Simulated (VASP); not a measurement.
# ZnSe (t.b) (F-43m) in VASP: single point with PBE

Aim: the single point of ZnSe (t.b) with PBE.

Program: VASP 6.6.1. These are calculated values, not measurements. Logs are shortened: lines on timing, memory, paths and dates and some standing lists are left out, and cuts for length are marked.

**1. The cell of the first run**

Symmetry: F-43m, No. 216, cubic system. The conventional cell has a = 5.733 Å, b = 5.733 Å, c = 5.733 Å, α = 90.00°, β = 90.00°, γ = 90.00°. Zn (site symmetry -43m) has 4 Se at 2.48 Å within 3.3 Å. Within 3.3 Å of Se (site symmetry -43m) lie 4 Zn at 2.48 Å.

**2. Single point, PBE**

Input file INCAR:

```
SYSTEM = ZnSe
ALGO     = Normal         ! electronic algorithm
EDIFF    = 1E-6           ! SCF threshold, eV
ENCUT    = 500            ! plane-wave cutoff, eV
GGA      = PE             ! functional
GGA_COMPAT= .False.      
ISIF     = 2              ! what is computed and relaxed
ISMEAR   = 0              ! smearing method
LASPH    = .True.         ! aspherical terms in the spheres
LCHARG   = .True.         ! write CHGCAR
LELF     = .True.         ! ELF
LREAL    = .False.        ! projectors in reciprocal space
LVHAR    = .True.       
LWAVE    = .False.        ! write WAVECAR
NBANDS   = 16             ! bands
NELM     = 120            ! most SCF steps
PREC     = Accurate       ! precision mode
SIGMA    = 0.02           ! smearing width, eV
```

Input file KPOINTS:

```
k-points
0
Gamma
  8 8 8
  0 0 0
```

Input file POSCAR:

```
ZnSe
1.0
    0.0000000000      2.8664716559      2.8664716559
    2.8664716559      0.0000000000      2.8664716559
    2.8664716559      2.8664716559      0.0000000000
Zn Se
1 1
Direct
    0.0000000000      0.0000000000      0.0000000000
    0.2500000000      0.2500000000      0.2500000000
```

Potentials or basis: VASP PAW PBE potentials, release 64 (Zn, Se).

The run is started by

```console
$ cat potpaw_PBE.64/Zn/POTCAR potpaw_PBE.64/Se/POTCAR > POTCAR
$ mpirun -np 1 vasp_std > vasp.out
```

OUTCAR:

```text
SYSTEM = ZnSe
   EDIFF = 1E-6
   ENCUT = 500
   GGA = PE
   ISIF = 2
   ISMEAR = 0
   LASPH = .True.
   LREAL = .False.
   NELM = 120
   PREC = Accurate

 ion  position               nearest neighbor table
   1  0.000  0.000  0.000-   2 2.48   2 2.48   2 2.48   2 2.48
   2  0.250  0.250  0.250-   1 2.48   1 2.48   1 2.48   1 2.48

  LATTYP: Found a face centered cubic cell.
 ALAT       =     5.7329433118

  Lattice vectors:

 A1 = (   0.0000000000,   2.8664716559,   2.8664716559)
 A2 = (   2.8664716559,   0.0000000000,   2.8664716559)
 A3 = (   2.8664716559,   2.8664716559,   0.0000000000)

Analysis of symmetry for initial positions (statically):
=====================================================================
 Subroutine PRICEL returns:
 Original cell was already a primitive cell.

 Routine SETGRP: Setting up the symmetry group for a
 face centered cubic supercell.

 Subroutine GETGRP returns: Found 24 space group operations
 (whereof 24 operations were pure point group operations)
 out of a pool of 48 trial point group operations.

The static configuration has the point symmetry T_d .

Analysis of symmetry for dynamics (positions and initial velocities):
=====================================================================
 Subroutine PRICEL returns:
 Original cell was already a primitive cell.

 Routine SETGRP: Setting up the symmetry group for a
 face centered cubic supercell.

 Subroutine GETGRP returns: Found 24 space group operations
 (whereof 24 operations were pure point group operations)
 out of a pool of 48 trial point group operations.

The dynamic configuration has the point symmetry T_d .

 Subroutine INISYM returns: Found 24 space group operations
 (whereof 24 operations are pure point group operations),
 and found     1 'primitive' translations

----------------------------------------------------------------------------------------

                                     Primitive cell

  volume of cell :      47.1056

  direct lattice vectors                    reciprocal lattice vectors
     0.000000000  2.866471656  2.866471656    -0.174430471  0.174430471  0.174430471
     2.866471656  0.000000000  2.866471656     0.174430471 -0.174430471  0.174430471
     2.866471656  2.866471656  0.000000000     0.174430471  0.174430471 -0.174430471

  length of vectors
     4.053803092  4.053803092  4.053803092     0.302122438  0.302122438  0.302122438

  position of ions in fractional coordinates (direct lattice)
     0.000000000  0.000000000  0.000000000
     0.250000000  0.250000000  0.250000000

  ion indices of the primitive-cell ions
   primitive index   ion index
                 1           1
                 2           2

----------------------------------------------------------------------------------------

 KPOINTS: k-points

Automatic generation of k-mesh.
 Grid dimensions read from file:
 generate k-points for:    8    8    8

 Generating k-lattice:

  Cartesian coordinates                     Fractional coordinates (reciprocal lattice)
    -0.021803809  0.021803809  0.021803809     0.125000000  0.000000000  0.000000000
     0.021803809 -0.021803809  0.021803809     0.000000000  0.125000000  0.000000000
     0.021803809  0.021803809 -0.021803809     0.000000000  0.000000000  0.125000000

  Length of vectors
     0.037765305  0.037765305  0.037765305

  Shift w.r.t. Gamma in fractional coordinates (k-lattice)
     0.000000000  0.000000000  0.000000000

 Subroutine IBZKPT returns following result:
 ===========================================

 Found     29 irreducible k-points:

 Following reciprocal coordinates:
            Coordinates               Weight
  0.000000  0.000000  0.000000      1.000000
  0.125000  0.000000  0.000000      8.000000
  0.250000  0.000000  0.000000      8.000000
  0.375000  0.000000  0.000000      8.000000
  0.500000  0.000000  0.000000      4.000000
  0.125000  0.125000  0.000000      6.000000
[... 16 lines left out ...]
  0.500000  0.250000  0.125000     48.000000
 -0.375000  0.250000  0.125000     24.000000
 [... further k-points ...]
   k-points           NKPTS =     29   k-points in BZ     NKDIM =     29   number of bands    NBANDS=     16
   number of dos      NEDOS =    301   number of ions     NIONS =      2
   total plane-waves  NPLWV =  27000
   dimension x,y,z NGX =    30 NGY =   30 NGZ =   30
   dimension x,y,z NGXF=    60 NGYF=   60 NGZF=   60
   ions per type =               1   1
   NGX,Y,Z   is equivalent  to a cutoff of  12.30, 12.30, 12.30 a.u.
   NGXF,Y,Z  is equivalent  to a cutoff of  24.61, 24.61, 24.61 a.u.
 SYSTEM =  ZnSe
   PREC   = accura    normal or accurate (medium, high low for compatibility)
   ISTART =      0    job   : 0-new  1-cont  2-samecut
   ICHARG =      2    charge: 1-file 2-atom 10-const
   ISPIN  =      1    spin polarized calculation?
   LNONCOLLINEAR =      F non collinear calculations
   LSORBIT =      F    spin-orbit coupling
   LASPH  =      T    aspherical Exc in radial PAW
   ENCUT  =  500.0 eV  36.75 Ry    6.06 a.u.   7.39  7.39  7.39*2*pi/ulx,y,z
   NELM   =    120;   NELMIN=  2; NELMDL= -5     # of ELM steps
   EDIFF  = 0.1E-05   stopping-criterion for ELM
   LREAL  =      F    real-space projection
   EDIFFG = 0.1E-04   stopping-criterion for IOM
   NSW    =      0    number of steps for IOM
   IBRION =     -1    ionic relax: 0-MD 1-quasi-New 2-CG
   NFREE  =      0    steps in history (QN), initial steepest desc. (CG)
   ISIF   =      2    stress and relaxation
   ISYM   =      2    0-nonsym 1-usesym 2-fastsym
   POTIM  = 0.5000    time-step for ionic-motion
   TEBEG  =    0.0;   TEEND  =   0.0 temperature during run
   PSTRESS=    0.0 pullay stress
   NELECT =      18.0000    total number of electrons
   NUPDOWN=      -1.0000    fix difference up-down
   EMIN   =  10.00;   EMAX   =-10.00  energy-range for DOS
   EFERMI =   0.00;   METHOD = LEGACY
   ISMEAR =     0;   SIGMA  =   0.02  broadening in eV -4-tet -1-fermi 0-gaus
   EFERMI_NEDOS =   21; number of points for ismear=-14 and -15
   IALGO  =     38    algorithm
   IMIX   =      4    mixing-type and parameters
     AMIX     =   0.40;   BMIX     =  1.00
     AMIX_MAG =   1.60;   BMIX_MAG =  1.00
  volume/ion in A,a.u.               =      23.55       158.94
  Fermi-wavevector in a.u.,A,eV,Ry     =   1.187977  2.244951 19.201756  1.411289
  Thomas-Fermi vector in A             =   2.324117
   LORBIT       =      0    0 simple, 1 ext, 2 COOP (PROOUT), +10 PAW based schemes
   GGA     = PE    functional components
   LHFCALC =     F    Hartree Fock is set to
   AEXX    =    0.0000 exact exchange contribution
   IVDW    =     0    specifies the selected vdW correction
   LEPSILON=     F    determine dielectric tensor
   LRPA    =     F    only Hartree local field effects (RPA)
 non-spin polarized calculation
 Gauss-broadening in eV      SIGMA  =   0.02
  energy-cutoff  :      500.00
  volume of cell :       47.11
 maximum number of plane-waves:      1243
 NGX is ok and might be reduce to    30
   NGX = 15   NGY = 15   NGZ = 15

 number of electron      18.0000017 magnetization

 Free energy of the ion-electron system (eV)
  ---------------------------------------------------
  ext. energy  EPLUGINS =         0.00000000
  ---------------------------------------------------
  free energy    TOTEN  =        -6.03233385 eV

  energy without entropy =       -6.03233385  energy(sigma->0) =       -6.03233385

 E-fermi :   1.4100     XC(G=0):  -9.1655

 val. band max:        1.3243260516   @ k =   0.0000   0.0000   0.0000
 cond. band min:       2.4776100591   @ k =   0.0000   0.0000   0.0000
 fundamental gap:      1.1532840075
 Fermi energy:         1.4099840701

 k-point     1 :       0.0000    0.0000    0.0000
  band No.  band energies     occupation
      1     -11.7202      2.00000
      2      -5.1026      2.00000
      3      -5.1026      2.00000
      4      -5.1026      2.00000
      5      -4.7633      2.00000
      6      -4.7633      2.00000
[... 8 lines left out ...]
     15      12.7125      0.00000
     16      12.7125      0.00000

 k-point     2 :       0.1250    0.0000    0.0000
  band No.  band energies     occupation
      1     -11.6261      2.00000
      2      -5.0937      2.00000
      3      -5.0880      2.00000
      4      -5.0880      2.00000
      5      -4.7645      2.00000
      6      -4.7645      2.00000
[... 8 lines left out ...]
     15      11.9588      0.00000
     16      11.9789      0.00000

 k-point     3 :       0.2500    0.0000    0.0000
  band No.  band energies     occupation
      1     -11.3827      2.00000
      2      -5.0558      2.00000
      3      -5.0558      2.00000
      4      -5.0355      2.00000
      5      -4.7631      2.00000
      6      -4.7631      2.00000
[... 8 lines left out ...]
     15      11.7229      0.00000
     16      11.9809      0.00000

 k-point     4 :       0.3750    0.0000    0.0000
  band No.  band energies     occupation
      1     -11.1112      2.00000
      2      -5.0299      2.00000
      3      -5.0299      2.00000
      4      -4.8489      2.00000
      5      -4.7534      2.00000
      6      -4.7534      2.00000
[... 8 lines left out ...]
     15      12.7906      0.00000
     16      12.7906      0.00000
[... 324 lines left out ...]
 k-point    22 :       0.3750    0.2500    0.1250
  band No.  band energies     occupation
      1     -11.1929      2.00000
      2      -5.0550      2.00000
      3      -5.0075      2.00000
      4      -4.9782      2.00000
      5      -4.7754      2.00000
      6      -4.7406      2.00000
[... 8 lines left out ...]
     15      13.4692      0.00000
     16      14.5832      0.00000

 k-point    23 :       0.5000    0.2500    0.1250
  band No.  band energies     occupation
      1     -10.9668      2.00000
      2      -5.0113      2.00000
      3      -4.9849      2.00000
      4      -4.8562      2.00000
      5      -4.7514      2.00000
      6      -4.6997      2.00000
[... 8 lines left out ...]
     15      13.7610      0.00000
     16      14.8811      0.00000

 k-point    24 :      -0.3750    0.2500    0.1250
  band No.  band energies     occupation
      1     -10.8667      2.00000
      2      -5.0043      2.00000
      3      -4.9723      2.00000
      4      -4.7902      2.00000
      5      -4.7563      2.00000
      6      -4.5698      2.00000
[... 8 lines left out ...]
     15      13.9454      0.00000
     16      14.7362      0.00000

 [... further k-points ...]
[... 5 lines left out ...]
  --------------------------------------------------------------------------------------
  -------------------------------------------------------------------------------------
  Total        0.0593332      0.0593332      0.0593332      0.0000000      0.0000000      0.0000000
  in kB        2.0180670      2.0180670      2.0180670      0.0000000      0.0000000      0.0000000
  external PRESSURE =       2.0180670 kB  Pullay stress =       0.0000000 kB

 VOLUME and BASIS-vectors are now :
 -----------------------------------------------------------------------------
  energy-cutoff  :      500.00
  volume of cell :       47.11
      direct lattice vectors                 reciprocal lattice vectors
     0.000000000  2.866471656  2.866471656    -0.174430471  0.174430471  0.174430471
     2.866471656  0.000000000  2.866471656     0.174430471 -0.174430471  0.174430471
     2.866471656  2.866471656  0.000000000     0.174430471  0.174430471 -0.174430471

 POSITION                                       TOTAL-FORCE (eV/Angst)
 -----------------------------------------------------------------------------------
      0.00000      0.00000      0.00000        -0.000000      0.000000     -0.000000
      1.43324      1.43324      1.43324         0.000000     -0.000000      0.000000
 -----------------------------------------------------------------------------------
    total drift:                               -0.000000     -0.000000     -0.000001

  FREE ENERGIE OF THE ION-ELECTRON SYSTEM (eV)
  ---------------------------------------------------
  free  energy   TOTEN  =        -6.0323338481 eV

  energy  without entropy=       -6.0323338481  energy(sigma->0) =       -6.03233385
```

Run time: 47 s. Hardware: 1 thread of Intel Xeon 8259CL, shared host; peak memory 0.18 GiB.

Results:

| Property | Result |
| --- | --- |
| Free energy | -6.0323 eV |
| Pressure | 0.2 GPa |
| Band gap on the k mesh | 1.15 eV, direct |

PBE gaps usually lie below the measured ones, often by a third to a half.
